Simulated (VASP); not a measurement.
# SrB26N27 (a cell with a defect) in VASP: single point with PBE

Aim: the single point of SrB26N27 (a cell with a defect) with PBE.

Program: VASP 6.6.1. These are calculated values, not measurements. Logs are shortened: lines on timing, memory, paths and dates and some standing lists are left out, and cuts for length are marked.

### 1 The cell of the first run

The cell holds a defect, 54 atoms: a = 7.669 Å, b = 7.669 Å, c = 7.669 Å, α = 60.00°, β = 60.00°, γ = 60.00°.

### 2 Single point, PBE

File INCAR:

```
PREC     = Accurate       # precision mode
ENCUT    = 520            # plane-wave cutoff, eV
EDIFF    = 1E-7           # SCF threshold, eV
ISMEAR   = -1             # smearing method
SIGMA    = 0.01           # smearing width, eV
LREAL    = Auto         
LASPH    = T              # aspherical terms in the spheres
NELM     = 100            # most SCF steps
ALGO     = Normal         # electronic algorithm
ISIF     = 2              # what is computed and relaxed
LWAVE    = F              # write WAVECAR
LCHARG   = T              # write CHGCAR
GGA      = PE             # functional
LELF     = T              # ELF
LVHAR    = T            
NELECT   = 224.0        
NBANDS   = 144            # bands
```

File KPOINTS:

```
regular mesh
0
Gamma
  3 3 3
```

File POSCAR:

```
SrB26N27
1.0
    0.0000000000      5.4225000000      5.4225000000
    5.4225000000      0.0000000000      5.4225000000
    5.4225000000      5.4225000000      0.0000000000
Sr B N
1 26 27
Direct
    0.0000000000      0.0000000000      0.0000000000
    0.0044646839      0.0044646839      0.3342526710
    0.0044646839      0.0044646839      0.6568179612
    0.0044646839      0.3342526710      0.0044646839
    0.0004825324      0.3331724892      0.3331724892
    0.0044646839      0.3342526710      0.6568179612
    0.0044646839      0.6568179612      0.0044646839
    0.0044646839      0.6568179612      0.3342526710
    0.0008049956      0.6663983348      0.6663983348
    0.3342526710      0.0044646839      0.0044646839
    0.3331724892      0.0004825324      0.3331724892
    0.3342526710      0.0044646839      0.6568179612
    0.3331724892      0.3331724892      0.0004825324
    0.3331724892      0.3331724892      0.3331724892
    0.3331107168      0.3331107168      0.6668892832
    0.3342526710      0.6568179612      0.0044646839
    0.3331107168      0.6668892832      0.3331107168
    0.3331107168      0.6668892832      0.6668892832
    0.6568179612      0.0044646839      0.0044646839
    0.6568179612      0.0044646839      0.3342526710
    0.6663983348      0.0008049956      0.6663983348
    0.6568179612      0.3342526710      0.0044646839
    0.6668892832      0.3331107168      0.3331107168
    0.6668892832      0.3331107168      0.6668892832
    0.6663983348      0.6663983348      0.0008049956
    0.6668892832      0.6668892832      0.3331107168
    0.6663983348      0.6663983348      0.6663983348
    0.1057858700      0.1057858700      0.1057858700
    0.0820388502      0.0820388502      0.4179611498
    0.1057858700      0.1057858700      0.6826423901
    0.0820388502      0.4179611498      0.0820388502
    0.0820388502      0.4179611498      0.4179611498
    0.0844960195      0.4150635798      0.7502202003
    0.1057858700      0.6826423901      0.1057858700
    0.0844960195      0.7502202003      0.4150635798
    0.0844960195      0.7502202003      0.7502202003
    0.4179611498      0.0820388502      0.0820388502
    0.4179611498      0.0820388502      0.4179611498
    0.4150635798      0.0844960195      0.7502202003
    0.4179611498      0.4179611498      0.0820388502
    0.4166794050      0.4166794050      0.4166794050
    0.4166794050      0.4166794050      0.7499617850
    0.4150635798      0.7502202003      0.0844960195
    0.4166794050      0.7499617850      0.4166794050
    0.4150635798      0.7502202003      0.7502202003
    0.6826423901      0.1057858700      0.1057858700
    0.7502202003      0.0844960195      0.4150635798
    0.7502202003      0.0844960195      0.7502202003
    0.7502202003      0.4150635798      0.0844960195
    0.7499617850      0.4166794050      0.4166794050
    0.7502202003      0.4150635798      0.7502202003
    0.7502202003      0.7502202003      0.0844960195
    0.7502202003      0.7502202003      0.4150635798
    0.7500000000      0.7500000000      0.7500000000
```

Potentials or basis: VASP PAW PBE potentials, release 64 (Sr_sv, B, N).

Run with:

```
> cat potpaw_PBE.64/Sr_sv/POTCAR potpaw_PBE.64/B/POTCAR potpaw_PBE.64/N/POTCAR > POTCAR
> mpirun -np 1 vasp_std > vasp.out
```

OUTCAR:

```text
PREC = Accurate
   ENCUT = 520
   EDIFF = 1E-7
   ISMEAR = -1
   LREAL = Auto
   LASPH = T
   NELM = 100
   ISIF = 2
   GGA = PE
   NELECT = 224.0

 ion  position               nearest neighbor table
   1  0.000  0.000  0.000-  30 1.99  34 1.99  46 1.99  28 1.99   4 2.60  10 2.60   2 2.60  20 2.60
                            22 2.60   8 2.60   6 2.60  12 2.60  16 2.60   3 2.60   7 2.60  19 2.60
   2  0.004  0.004  0.334-  28 1.47  29 1.50  35 1.59  47 1.59   1 2.60
   3  0.004  0.004  0.657-  30 1.47  29 1.50  36 1.59  48 1.59   1 2.60
   4  0.004  0.334  0.004-  28 1.47  31 1.50  33 1.59  49 1.59   1 2.60
   5  0.000  0.333  0.333-  50 1.57  32 1.57  29 1.57  31 1.57
   6  0.004  0.334  0.657-  30 1.47  32 1.50  33 1.59  51 1.59   1 2.60
   7  0.004  0.657  0.004-  34 1.47  31 1.50  36 1.59  52 1.59   1 2.60
   8  0.004  0.657  0.334-  34 1.47  32 1.50  35 1.59  53 1.59   1 2.60
   9  0.001  0.666  0.666-  54 1.57  36 1.57  33 1.57  35 1.57
  10  0.334  0.004  0.004-  28 1.47  37 1.50  39 1.59  43 1.59   1 2.60
  11  0.333  0.000  0.333-  44 1.57  38 1.57  29 1.57  37 1.57
  12  0.334  0.004  0.657-  30 1.47  38 1.50  39 1.59  45 1.59   1 2.60
  13  0.333  0.333  0.000-  42 1.57  40 1.57  31 1.57  37 1.57
  14  0.333  0.333  0.333-  41 1.57  38 1.57  40 1.57  32 1.57
  15  0.333  0.333  0.667-  33 1.56  39 1.56  42 1.57  41 1.57   1 3.61
  16  0.334  0.657  0.004-  34 1.47  40 1.50  43 1.59  45 1.59   1 2.60
  17  0.333  0.667  0.333-  35 1.56  43 1.56  44 1.57  41 1.57   1 3.61
  18  0.333  0.667  0.667-  45 1.56  36 1.56  44 1.57  42 1.57   1 3.61
[... 22 lines left out ...]
  41  0.417  0.417  0.417-  15 1.57  17 1.57  23 1.57  14 1.57
  42  0.417  0.417  0.750-  15 1.57  18 1.57  24 1.57  13 1.57
  43  0.415  0.750  0.084-  17 1.56  25 1.57  16 1.59  10 1.59   1 2.99
  44  0.417  0.750  0.417-  17 1.57  18 1.57  26 1.57  11 1.57
  45  0.415  0.750  0.750-  18 1.56  27 1.57  12 1.59  16 1.59   1 2.99
  46  0.683  0.106  0.106-  20 1.47  22 1.47  19 1.47   1 1.99
  47  0.750  0.084  0.415-  23 1.56  21 1.57  20 1.59   2 1.59   1 2.99
  48  0.750  0.084  0.750-  24 1.56  21 1.57   3 1.59  19 1.59   1 2.99
  49  0.750  0.415  0.084-  23 1.56  25 1.57  22 1.59   4 1.59   1 2.99
  50  0.750  0.417  0.417-  23 1.57  24 1.57  26 1.57   5 1.57
  51  0.750  0.415  0.750-  24 1.56  27 1.57   6 1.59  22 1.59   1 2.99
  52  0.750  0.750  0.084-  26 1.56  25 1.57   7 1.59  19 1.59   1 2.99
  53  0.750  0.750  0.415-  26 1.56  27 1.57   8 1.59  20 1.59   1 2.99
  54  0.750  0.750  0.750-   9 1.57  21 1.57  25 1.57  27 1.57

  LATTYP: Found a face centered cubic cell.
 ALAT       =    10.8450000000

  Lattice vectors:

 A1 = (   0.0000000000,   5.4225000000,   5.4225000000)
 A2 = (   5.4225000000,   0.0000000000,   5.4225000000)
 A3 = (   5.4225000000,   5.4225000000,   0.0000000000)

Analysis of symmetry for initial positions (statically):
=====================================================================
 Subroutine PRICEL returns:
 Original cell was already a primitive cell.

 Routine SETGRP: Setting up the symmetry group for a
 face centered cubic supercell.

 Subroutine GETGRP returns: Found 24 space group operations
 (whereof 24 operations were pure point group operations)
 out of a pool of 48 trial point group operations.

The static configuration has the point symmetry T_d .

Analysis of symmetry for dynamics (positions and initial velocities):
=====================================================================
 Subroutine PRICEL returns:
 Original cell was already a primitive cell.

 Routine SETGRP: Setting up the symmetry group for a
 face centered cubic supercell.

 Subroutine GETGRP returns: Found 24 space group operations
 (whereof 24 operations were pure point group operations)
 out of a pool of 48 trial point group operations.

The dynamic configuration has the point symmetry T_d .

 Subroutine INISYM returns: Found 24 space group operations
 (whereof 24 operations are pure point group operations),
 and found     1 'primitive' translations

[... 133 lines left out ...]
 generate k-points for:    3    3    3

 Generating k-lattice:

  Cartesian coordinates                     Fractional coordinates (reciprocal lattice)
    -0.030736130  0.030736130  0.030736130     0.333333333  0.000000000  0.000000000
     0.030736130 -0.030736130  0.030736130     0.000000000  0.333333333  0.000000000
     0.030736130  0.030736130 -0.030736130     0.000000000  0.000000000  0.333333333

  Length of vectors
     0.053236539  0.053236539  0.053236539

  Shift w.r.t. Gamma in fractional coordinates (k-lattice)
     0.000000000  0.000000000  0.000000000

 Subroutine IBZKPT returns following result:
 ===========================================

 Found      4 irreducible k-points:

 Following reciprocal coordinates:
            Coordinates               Weight
  0.000000  0.000000  0.000000      1.000000
  0.333333  0.000000  0.000000      8.000000
  0.333333  0.333333  0.000000      6.000000
 -0.333333  0.333333  0.000000     12.000000
   k-points           NKPTS =      4   k-points in BZ     NKDIM =      4   number of bands    NBANDS=    144
   number of dos      NEDOS =    301   number of ions     NIONS =     54
   total plane-waves  NPLWV = 216000
   dimension x,y,z NGX =    60 NGY =   60 NGZ =   60
   dimension x,y,z NGXF=   120 NGYF=  120 NGZF=  120
   ions per type =               1  26  27
   NGX,Y,Z   is equivalent  to a cutoff of  13.01, 13.01, 13.01 a.u.
   NGXF,Y,Z  is equivalent  to a cutoff of  26.01, 26.01, 26.01 a.u.
 SYSTEM =  unknown system
   PREC   = accura    normal or accurate (medium, high low for compatibility)
   ISTART =      0    job   : 0-new  1-cont  2-samecut
   ICHARG =      2    charge: 1-file 2-atom 10-const
   ISPIN  =      1    spin polarized calculation?
   LNONCOLLINEAR =      F non collinear calculations
   LSORBIT =      F    spin-orbit coupling
   LASPH  =      T    aspherical Exc in radial PAW
   ENCUT  =  520.0 eV  38.22 Ry    6.18 a.u.  14.26 14.26 14.26*2*pi/ulx,y,z
   NELM   =    100;   NELMIN=  2; NELMDL= -5     # of ELM steps
   EDIFF  = 0.1E-06   stopping-criterion for ELM
   LREAL  =      T    real-space projection
   EDIFFG = 0.1E-05   stopping-criterion for IOM
   NSW    =      0    number of steps for IOM
   IBRION =     -1    ionic relax: 0-MD 1-quasi-New 2-CG
   NFREE  =      0    steps in history (QN), initial steepest desc. (CG)
   ISIF   =      2    stress and relaxation
   ISYM   =      2    0-nonsym 1-usesym 2-fastsym
   POTIM  = 0.5000    time-step for ionic-motion
   TEBEG  =    0.0;   TEEND  =   0.0 temperature during run
   PSTRESS=    0.0 pullay stress
   NELECT =     224.0000    total number of electrons
   NUPDOWN=      -1.0000    fix difference up-down
   EMIN   =  10.00;   EMAX   =-10.00  energy-range for DOS
   EFERMI =   0.00;   METHOD = LEGACY
   ISMEAR =    -1;   SIGMA  =   0.01  broadening in eV -4-tet -1-fermi 0-gaus
   EFERMI_NEDOS =   21; number of points for ismear=-14 and -15
   IALGO  =     38    algorithm
   IMIX   =      4    mixing-type and parameters
     AMIX     =   0.40;   BMIX     =  1.00
     AMIX_MAG =   1.60;   BMIX_MAG =  1.00
  volume/ion in A,a.u.               =       5.91        39.85
  Fermi-wavevector in a.u.,A,eV,Ry     =   1.455285  2.750089 28.815144  2.117853
  Thomas-Fermi vector in A             =   2.572337
   LORBIT       =      0    0 simple, 1 ext, 2 COOP (PROOUT), +10 PAW based schemes
   GGA     = PE    functional components
   LHFCALC =     F    Hartree Fock is set to
   AEXX    =    0.0000 exact exchange contribution
   IVDW    =     0    specifies the selected vdW correction
   LEPSILON=     F    determine dielectric tensor
   LRPA    =     F    only Hartree local field effects (RPA)
 non-spin polarized calculation
  energy-cutoff  :      520.00
  volume of cell :      318.88
 maximum number of plane-waves:      8616
 NGX is ok and might be reduce to    60
   NGX = 29   NGY = 29   NGZ = 29

 number of electron     223.9999980 magnetization

 Free energy of the ion-electron system (eV)
  ---------------------------------------------------
  ext. energy  EPLUGINS =         0.00000000
  ---------------------------------------------------
  free energy    TOTEN  =      -439.70798207 eV

  energy without entropy =     -439.70798207  energy(sigma->0) =     -439.70798207

 E-fermi :   9.6193     XC(G=0): -12.9744

 val. band max:        9.3543954603   @ k =  -0.3333   0.3333   0.0000
 cond. band min:      12.2361324557   @ k =   0.3333   0.3333   0.0000
 fundamental gap:      2.8817369955
 Fermi energy:         9.6193125641

 k-point     1 :       0.0000    0.0000    0.0000
  band No.  band energies     occupation
      1     -23.2441      2.00000
      2     -12.7408      2.00000
      3     -10.7512      2.00000
      4     -10.7512      2.00000
      5     -10.7512      2.00000
      6     -10.4406      2.00000
[... 497 lines left out ...]
    123      15.8633      0.00000
    124      15.9276      0.00000
 [bands above 124 left out]

------------------------ aborting loop because EDIFF is reached ----------------------------------------

  FORCE on cell =-STRESS in cart. coord.  units (eV):
  Direction    XX          YY          ZZ          XY          YZ          ZX
  --------------------------------------------------------------------------------------
  -------------------------------------------------------------------------------------
  Total       70.7369792     70.7369792     70.7369792     -0.0000000      0.0000000     -0.0000000
  in kB      355.4089944    355.4089944    355.4089944     -0.0000000      0.0000000     -0.0000000
  external PRESSURE =     355.4089944 kB  Pullay stress =       0.0000000 kB

 VOLUME and BASIS-vectors are now :
 -----------------------------------------------------------------------------
  energy-cutoff  :      520.00
  volume of cell :      318.88
      direct lattice vectors                 reciprocal lattice vectors
     0.000000000  5.422500000  5.422500000    -0.092208391  0.092208391  0.092208391
     5.422500000  0.000000000  5.422500000     0.092208391 -0.092208391  0.092208391
     5.422500000  5.422500000  0.000000000     0.092208391  0.092208391 -0.092208391

 POSITION                                       TOTAL-FORCE (eV/Angst)
 -----------------------------------------------------------------------------------
      0.00000      0.00000      0.00000         0.000000      0.000000      0.000000
      1.83669      1.83669      0.04842         0.007829      0.007829     -0.020196
      3.58581      3.58581      0.04842        -0.007829     -0.007829     -0.020196
      1.83669      0.04842      1.83669         0.007829     -0.020196      0.007829
      3.61326      1.80924      1.80924         0.000070     -0.000070     -0.000070
      5.37408      3.58581      1.83669         0.020196     -0.007829      0.007829
[... 46 lines left out ...]
      6.31875      6.31875      8.13614         0.004413      0.004413      0.001149
      8.13375      8.13375      8.13375         0.000000      0.000000      0.000000
 -----------------------------------------------------------------------------------
    total drift:                                0.000002      0.000002      0.000003

  FREE ENERGIE OF THE ION-ELECTRON SYSTEM (eV)
  ---------------------------------------------------
  free  energy   TOTEN  =      -439.7079820690 eV

  energy  without entropy=     -439.7079820690  energy(sigma->0) =     -439.70798207
```

Run time: 8 min. Hardware: 1 thread of Intel Xeon 6975P-C (Granite Rapids), shared host; peak memory 0.56 GiB.

What came out:

```yaml
Free_energy: -439.7080 eV
Largest_force: 0.292 eV/Å
```

Forces on the atoms (eV/Å):
```
Sr   0.000  0.000  0.000
B    0.008  0.008 -0.020
B   -0.008 -0.008 -0.020
B    0.008 -0.020  0.008
B    0.000  0.000  0.000
B    0.020 -0.008  0.008
B   -0.008 -0.020 -0.008
B    0.020  0.008 -0.008
B   -0.001  0.001  0.001
B   -0.020  0.008  0.008
B    0.000  0.000  0.000
B   -0.008  0.020  0.008
B    0.000  0.000  0.000
B    0.000  0.000  0.000
B    0.000  0.000  0.005
B   -0.008  0.008  0.020
B    0.000  0.005  0.000
B   -0.005  0.000  0.000
B   -0.020 -0.008 -0.008
B    0.008  0.020 -0.008
B    0.001 -0.001  0.001
B    0.008 -0.008  0.020
B    0.005  0.000  0.000
B    0.000 -0.005  0.000
B    0.001  0.001 -0.001
B    0.000  0.000 -0.005
B   -0.001 -0.001 -0.001
N    0.169  0.169  0.169
N    0.000  0.000  0.009
N   -0.169 -0.169  0.169
N    0.000  0.009  0.000
N   -0.009  0.000  0.000
N    0.004 -0.004 -0.001
N   -0.169  0.169 -0.169
N    0.004 -0.001 -0.004
N    0.001 -0.004 -0.004
N    0.009  0.000  0.000
N    0.000 -0.009  0.000
N   -0.004  0.004 -0.001
N    0.000  0.000 -0.009
N    0.001  0.001  0.001
N   -0.001 -0.001  0.001
N   -0.004 -0.001  0.004
N   -0.001  0.001 -0.001
N    0.001  0.004  0.004
N    0.169 -0.169 -0.169
N   -0.001  0.004 -0.004
N   -0.004  0.001 -0.004
N   -0.001 -0.004  0.004
N    0.001 -0.001 -0.001
N    0.004  0.001  0.004
N   -0.004 -0.004  0.001
N    0.004  0.004  0.001
N    0.000  0.000  0.000
```

Caveat: the cell carries a net charge on a neutralising background, which shifts energy and pressure; the cell is charged against a uniform background, so pressure and absolute levels hang on convention.
